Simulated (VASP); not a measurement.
Input of a VASP 6.6.1 run:

INCAR

```
SYSTEM = Zn2Cd3Se
PREC = Accurate
ENCUT = 520
EDIFF = 1E-6
ISMEAR = 0
SIGMA = 0.1
LREAL = .FALSE.
LASPH = .TRUE.
NELM = 100
ALGO = Fast
ISIF = 2
LWAVE = .FALSE.
LCHARG = .FALSE.
GGA = PE
NBANDS = 42
```

KPOINTS

```
regular mesh
0
G
  8 8 4
  0 0 0
```

File POSCAR:

```
Zn2Cd3Se
1.0
    4.4430141899      0.0000000000      0.0000000000
    0.0000000000      4.4430141899      0.0000000000
    0.0000000000      0.0000000000      7.9755703186
Zn Cd Se
2 3 1
Direct
    0.5000000000      0.0000000000      0.7256658419
    0.0000000000      0.5000000000      0.2743341581
    0.0000000000      0.5000000000      0.7566025412
    0.5000000000      0.5000000000      0.5000000000
    0.5000000000      0.0000000000      0.2433974588
    0.0000000000      0.0000000000      0.0000000000
```

Potentials or basis: VASP PAW PBE potentials, release 64 (Zn, Cd, Se).

Command:

```bash
$ cat potpaw_PBE.64/Zn/POTCAR potpaw_PBE.64/Cd/POTCAR potpaw_PBE.64/Se/POTCAR > POTCAR
$ mpirun -np 1 vasp_std > vasp.out
```

Task: What does it give for the band gap on the k mesh?

Result: Zero (bands 33 and 34 overlap by 2.16 eV).

Task: What does it give for the pressure?

Result: -2.8 GPa.

Forces in eV/Å, atoms in the order of the input:
```
Zn   0.000  0.000  0.001
Zn   0.000  0.000 -0.001
Cd   0.000  0.000  0.003
Cd   0.000  0.000  0.000
Cd   0.000  0.000 -0.003
Se   0.000  0.000  0.000
```
